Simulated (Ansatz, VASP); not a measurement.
## One calculation of C, two programs

File INCAR:

```
ALGO = Normal
EDIFF = 1E-6
EDIFFG = -0.025
ENCUT = 600
GGA = PE
IBRION = 2
ISIF = 3
ISMEAR = 0
LASPH = True
LCHARG = False
LREAL = False
LWAVE = False
NELM = 80
NSW = 80
PREC = Accurate
SIGMA = 0.1
```

The input KPOINTS:

```
k-points
0
Gamma
  4 4 4
```

Contents of POSCAR:

```
C
1.0
    3.5667823158     -0.0126842128      0.0390722118
   -0.0126842128      3.5002945931     -0.0166048476
    0.0473891678     -0.0201393746      4.4309494531
C
8
Direct
    0.7606402272      0.4740005482      0.1450398400
    0.5172622537      0.8122935007      0.7067811002
    0.5385366808      0.2046952174      0.6845860749
    0.7894695034      0.4588589992      0.8479152405
    0.2335293385      0.5596393954      0.8003017943
    0.2235111603      0.4916179816      0.1690574735
    0.4937833975      0.7790925776      0.3495249300
    0.4432674386      0.2198017800      0.2967935467
```

Input for Ansatz:

```yaml
crystal:
  lattice:
    - [3.5667823158, -0.0126842128, 0.0390722118]
    - [-0.0126842128, 3.5002945931, -0.0166048476]
    - [0.0473891678, -0.0201393746, 4.4309494531]
  atoms:
    - { symbol: C, position: [0.7606402272, 0.4740005482, 0.14503984] }
    - { symbol: C, position: [0.5172622537, 0.8122935007, 0.7067811002] }
    - { symbol: C, position: [0.5385366808, 0.2046952174, 0.6845860749] }
    - { symbol: C, position: [0.7894695034, 0.4588589992, 0.8479152405] }
    - { symbol: C, position: [0.2335293385, 0.5596393954, 0.8003017943] }
    - { symbol: C, position: [0.2235111603, 0.4916179816, 0.1690574735] }
    - { symbol: C, position: [0.4937833975, 0.7790925776, 0.34952493] }
    - { symbol: C, position: [0.4432674386, 0.21980178, 0.2967935467] }
basis:
  ecutwfc: 420
kpoints:
  mp_grid: { grid: [4, 4, 4] }
hamiltonian:
  xc: pbe
scf:
  occupations: { method: gaussian, width: 0.1 }
  lower_state_search: "off"
output:
  forces: true
  stress: true
  eigenvalues: true
relax:
  adjacent_minimum: "off"
  f_tol: 0.025
  max_steps: 60
  cell: { stress_tol: 0.25 }
```

Change from the starting cell: cell x1, atoms moved at random (sigma 0.1 Å) and cell strained at random (1.5 %), then relaxed without symmetry.

Alike in both runs: task relaxation of cell and atoms; functional PBE; k mesh 4 × 4 × 4; occupations gaussian, width 0.1 eV; no spin polarisation.

```csv
,VASP,Ansatz
version,VASP 6.6.1,Ansatz 0.2.0
potentials or method,"VASP PAW PBE potentials, release 64 (C), cutoff 600 eV","scalar-relativistic, plane waves, PAW"
valence electrons in the cell,32,32
```

```tsv
	VASP	Ansatz	Ansatz less VASP
gap on the k mesh at the Fermi level, each at its own relaxed structure (eV)	1.72	1.73	+0.013
relaxed volume (Å³/atom)	6.92	6.92	0.000
relaxed cell length with the largest relative difference (Å)	3.574	3.573	-0.0005
```

The k mesh is coarse, so the values compare programs but aren't converged.
